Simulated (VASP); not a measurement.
# NbTe (P-6m2) in VASP: settings compared, part 2 of 2

VASP 6.6.1. The steps go on from the part before.

### Step 3. Single point, PBEsol+D3(BJ)

This run uses another cell than the first one, of 20.15 Å³/atom.

INCAR reads:

```
SYSTEM = NbTe
  PREC = Accurate
  ENCUT = 520
  EDIFF = 1E-6
  ISMEAR = -1
  SIGMA = 0.05
  LREAL = .FALSE.
  LASPH = .TRUE.
  NELM = 100
  ALGO = Normal
  ISIF = 2
  LWAVE = .FALSE.
  LCHARG = .FALSE.
  GGA = PS
  IVDW = 12
  NBANDS = 16
```

KPOINTS reads:

```
Automatic mesh
0
G
  8 8 7
  0 0 0
```

POSCAR reads:

```
NbTe
1.0
    3.5684356224      0.0000000000      0.0000000000
   -1.7842178112      3.0903559008      0.0000000000
    0.0000000000      0.0000000000      3.6552653598
Te Nb
1 1
Direct
    0.6666666667      0.3333333333      0.0000000000
    0.0000000000      0.0000000000      0.5000000000
```

Potentials or basis: VASP PAW PBE potentials, release 64 (Te, Nb_sv).

On the command line:

```sh
$ cat potpaw_PBE.64/Te/POTCAR potpaw_PBE.64/Nb_sv/POTCAR > POTCAR
$ mpirun -np 1 vasp_std > vasp.out
```

OUTCAR:

```text
SYSTEM = NbTe
   PREC = Accurate
   ENCUT = 520
   EDIFF = 1E-6
   ISMEAR = -1
   LREAL = .FALSE.
   LASPH = .TRUE.
   NELM = 100
   ISIF = 2
   GGA = PS
   IVDW = 12
 IVDW          = 12

 ion  position               nearest neighbor table
   1  0.667  0.333  0.000-   2 2.75   2 2.75   2 2.75   2 2.75   2 2.75   2 2.75
   2  0.000  0.000  0.500-   1 2.75   1 2.75   1 2.75   1 2.75   1 2.75   1 2.75

  LATTYP: Found a hexagonal cell.
 ALAT       =     3.5684356224
 C/A-ratio  =     1.0243327179

  Lattice vectors:

 A1 = (   3.5684356224,   0.0000000000,   0.0000000000)
 A2 = (  -1.7842178112,   3.0903559008,   0.0000000000)
 A3 = (   0.0000000000,   0.0000000000,   3.6552653598)

Analysis of symmetry for initial positions (statically):
=====================================================================
 Subroutine PRICEL returns:
 Original cell was already a primitive cell.

 Routine SETGRP: Setting up the symmetry group for a
 hexagonal supercell.

 Subroutine GETGRP returns: Found 12 space group operations
 (whereof 12 operations were pure point group operations)
 out of a pool of 24 trial point group operations.

The static configuration has the point symmetry D_3h.

Analysis of symmetry for dynamics (positions and initial velocities):
=====================================================================
 Subroutine PRICEL returns:
 Original cell was already a primitive cell.

 Routine SETGRP: Setting up the symmetry group for a
 hexagonal supercell.

 Subroutine GETGRP returns: Found 12 space group operations
 (whereof 12 operations were pure point group operations)
 out of a pool of 24 trial point group operations.

The dynamic configuration has the point symmetry D_3h.

 Subroutine INISYM returns: Found 12 space group operations
 (whereof 12 operations are pure point group operations),
 and found     1 'primitive' translations

----------------------------------------------------------------------------------------

[... 112 lines left out ...]
     AMIX_MAG =   1.60;   BMIX_MAG =  1.00
  volume/ion in A,a.u.               =      20.15       136.01
  Fermi-wavevector in a.u.,A,eV,Ry     =   1.274063  2.407630 22.085477  1.623237
  Thomas-Fermi vector in A             =   2.406852
   LORBIT       =      0    0 simple, 1 ext, 2 COOP (PROOUT), +10 PAW based schemes
   GGA     = PS    functional components
   LHFCALC =     F    Hartree Fock is set to
   AEXX    =    0.0000 exact exchange contribution
   IVDW    =    12    specifies the selected vdW correction
   LEPSILON=     F    determine dielectric tensor
   LRPA    =     F    only Hartree local field effects (RPA)
 non-spin polarized calculation
  energy-cutoff  :      520.00
  volume of cell :       40.31
 maximum number of plane-waves:      1106
 NGX is ok and might be reduce to    28
   NGX = 13   NGY = 13   NGZ = 13

 number of electron      19.0000001 magnetization

 Free energy of the ion-electron system (eV)
  ---------------------------------------------------
  ext. energy  EPLUGINS =         0.00000000
  ---------------------------------------------------
  free energy    TOTEN  =       -14.87786116 eV

  energy without entropy =      -14.86946082  energy(sigma->0) =      -14.87366099

 E-fermi :  12.1644     XC(G=0): -11.8093

 val. band max:       12.1086246286   @ k =   0.1250   0.0000   0.2857
 cond. band min:      12.2320027632   @ k =   0.1250   0.0000   0.0000
 fundamental gap:      0.1233781347
 Fermi energy:        12.1643589447

 k-point     1 :       0.0000    0.0000    0.0000
  band No.  band energies     occupation
      1     -43.2244      2.00000
      2     -19.5076      2.00000
      3     -19.2494      2.00000
      4     -19.2494      2.00000
      5      -2.6651      2.00000
      6       8.7227      2.00000
[... 433 lines left out ...]
      3     -19.4100      2.00000
      4     -19.2797      2.00000
      5      -0.7233      2.00000
      6       5.4555      2.00000
[... 8 lines left out ...]
     15      18.7719      0.00000
     16      21.4373      0.00000

 [... further k-points ...]

------------------------ aborting loop because EDIFF is reached ----------------------------------------

 Edisp (eV)   -1.36490

 E8    (eV) :    -0.9489

  FORCE on cell =-STRESS in cart. coord.  units (eV):
  Direction    XX          YY          ZZ          XY          YZ          ZX
  --------------------------------------------------------------------------------------
  -------------------------------------------------------------------------------------
  Total      -0.02249    -0.02249    -0.03816     0.00000    -0.00000     0.00000
  in kB      -0.89378    -0.89378    -1.51684     0.00000    -0.00000     0.00000
  external pressure =       -1.10 kB  Pullay stress =        0.00 kB

 VOLUME and BASIS-vectors are now :
 -----------------------------------------------------------------------------
  energy-cutoff  :      520.00
  volume of cell :       40.31
      direct lattice vectors                 reciprocal lattice vectors
     3.568435622  0.000000000  0.000000000     0.280234844  0.161793663  0.000000000
    -1.784217811  3.090355901  0.000000000     0.000000000  0.323587325  0.000000000
     0.000000000  0.000000000  3.655265360     0.000000000  0.000000000  0.273577949

 POSITION                                       TOTAL-FORCE (eV/Angst)
 -----------------------------------------------------------------------------------
      1.78422      1.03012      0.00000         0.000000      0.000000      0.000000
      0.00000      0.00000      1.82763        -0.000000     -0.000000      0.000000
 -----------------------------------------------------------------------------------
    total drift:                               -0.000000      0.000000     -0.000000

  FREE ENERGIE OF THE ION-ELECTRON SYSTEM (eV)
  ---------------------------------------------------
  free  energy   TOTEN  =       -16.2427656333 eV

  energy  without entropy=      -16.2343652996  energy(sigma->0) =      -16.23856547
```

OSZICAR:

```text
N       E                     dE             d eps       ncg     rms          rms(c)
DAV:   1     0.152880994109E+03    0.15288E+03   -0.96854E+03  1280   0.110E+03
DAV:   2    -0.542565254713E+01   -0.15831E+03   -0.15391E+03  1672   0.373E+02
DAV:   3    -0.151108576705E+02   -0.96852E+01   -0.95616E+01  2392   0.699E+01
DAV:   4    -0.153031707683E+02   -0.19231E+00   -0.19214E+00  1536   0.950E+00
DAV:   5    -0.153096586422E+02   -0.64879E-02   -0.64870E-02  2128   0.179E+00    0.811E+00
DAV:   6    -0.149183141136E+02    0.39134E+00   -0.11475E+00  2024   0.950E+00    0.358E+00
DAV:   7    -0.148864445965E+02    0.31870E-01   -0.70542E-02  1568   0.193E+00    0.176E+00
DAV:   8    -0.148779695131E+02    0.84751E-02   -0.21630E-02  1888   0.999E-01    0.235E-01
DAV:   9    -0.148778609156E+02    0.10860E-03   -0.15426E-03  1560   0.314E-01    0.118E-01
DAV:  10    -0.148778647146E+02   -0.37989E-05   -0.24598E-04  2064   0.163E-01    0.277E-02
DAV:  11    -0.148778612899E+02    0.34247E-05   -0.10519E-05  1688   0.327E-02    0.108E-02
DAV:  12    -0.148778611585E+02    0.13144E-06   -0.51709E-07  1184   0.827E-03
   1 F= -.16242766E+02 E0= -.16238565E+02  d E =-.840033E-02
```

stdout:

```text
POSCAR found type information on POSCAR TeNb
 POSCAR found :  2 types and       2 ions
 scaLAPACK will be used
 -----------------------------------------------------------------------------
|                                                                             |
|                                                                             |
|     You enforced a specific xc type in the INCAR file but a different       |
|     I HOPE YOU KNOW WHAT YOU ARE DOING!                                     |
|                                                                             |
 -----------------------------------------------------------------------------

 LDA part: xc-table for (Slater+PW92), standard interpolation
 POSCAR, INCAR and KPOINTS ok, starting setup
 FFT: planning ... GRIDC
 FFT: planning ... GRID_SOFT
 FFT: planning ... GRID
 WAVECAR not read
 entering main loop
```

It took 24 s on 1 thread of Intel Xeon Platinum 8488C (Sapphire Rapids), shared host; peak memory 0.18 GiB.

What came out:

```
Free energy                : -16.2428 eV
Pressure                   : -0.1 GPa
Band gap on the k mesh     : zero (an odd number of electrons rules out a gap without spin polarisation)
Dispersion energy per atom : -0.682 eV
```

Levels at points of the mesh, in eV from the Fermi level:
```tsv
k point	band 7	band 8	band 9	band 10	band 11	band 12	band 13	band 14
(0.00, 0.00, 0.00)	-3.20	-3.20	-2.59	0.13	0.13	2.78	2.78	3.48
(0.50, 0.00, 0.00)	-4.28	-3.01	-2.51	-0.26	1.47	1.86	3.21	4.04
```

Caveat: the PAW data sets were made with another functional, which shifts forces and pressure a little; spin-orbit coupling is left out, which moves the levels of the heavy elements.

### Step 4. Single point, revPBE+D3(BJ)

This run uses another cell than the first one, of 20.41 Å³/atom.

INCAR reads:

```
ALGO = Normal ; EDIFF = 1E-7
ENCUT = 520 ; GGA = RE
ISIF = 2 ; ISMEAR = -1
IVDW = 12 ; LASPH = True
LCHARG = False ; LREAL = False
LWAVE = False ; NBANDS = 16
NELM = 60 ; PREC = Accurate
SIGMA = 0.05
```

KPOINTS reads:

```
k-points
0
Gamma
  8 8 7
```

POSCAR reads:

```
NbTe
1.0
    3.5803134499      0.0000000000      0.0000000000
   -1.7901567249      3.1006424011      0.0000000000
    0.0000000000      0.0000000000      3.6773547946
Te Nb
1 1
Direct
    0.6666666667      0.3333333333      0.0000000000
    0.0000000000      0.0000000000      0.5000000000
```

On the command line:

```sh
$ cat potpaw_PBE.64/Te/POTCAR potpaw_PBE.64/Nb_sv/POTCAR > POTCAR
$ mpirun -np 1 vasp_std > vasp.out
```

Run time: 25 s. Hardware: 1 thread of Intel Xeon Platinum 8488C (Sapphire Rapids), shared host; peak memory 0.18 GiB.

It converged, with:

* Free energy: -15.3327 eV
* Pressure: -0.4 GPa
* Band gap on the k mesh: zero (an odd number of electrons rules out a gap without spin polarisation)
* Dispersion energy per atom: -1.277 eV

Stress tensor (GPa, compression positive):
```
-0.31  0.00  0.00
 0.00 -0.31  0.00
 0.00  0.00 -0.43
```

Levels at points of the mesh, in eV from the Fermi level:
| k point | band 7 | band 8 | band 9 | band 10 | band 11 | band 12 | band 13 | band 14 |
| --- | --- | --- | --- | --- | --- | --- | --- | --- |
| (0.00, 0.00, 0.00) | -3.14 | -3.14 | -2.61 | 0.12 | 0.12 | 2.73 | 2.73 | 3.48 |
| (0.50, 0.00, 0.00) | -4.25 | -2.94 | -2.49 | -0.27 | 1.45 | 1.85 | 3.14 | 4.00 |

Caveat: the PAW data sets were made with another functional, which shifts forces and pressure a little; spin-orbit coupling is left out, which moves the levels of the heavy elements.

### Step 5. Overview

```csv
level,cell,gap on the mesh (eV),pressure (GPa)
RPBE+D3(BJ),"a = 3.111, b = 3.111, c = 3.967 Å, angles 90.0, 90.0, 120.0°, 2 atoms",none,-0.6
PBEsol+D3(BJ),"a = 3.568, b = 3.568, c = 3.655 Å, angles 90.0, 90.0, 120.0°, 2 atoms",none,-0.1
revPBE+D3(BJ),"a = 3.580, b = 3.580, c = 3.677 Å, angles 90.0, 90.0, 120.0°, 2 atoms",none,-0.4
```

Alike in all rows: task single point; potentials or basis VASP PAW PBE potentials, release 64 (Te, Nb_sv); no spin polarisation; k mesh 8 × 8 × 7; cutoff (eV) 520; smearing fermi-dirac 0.05 eV.

Caveats: the PAW data sets were made with another functional, which shifts forces and pressure a little; spin-orbit coupling is left out, which moves the levels of the heavy elements.

Absolute energies hang on the potentials; compare differences alone.
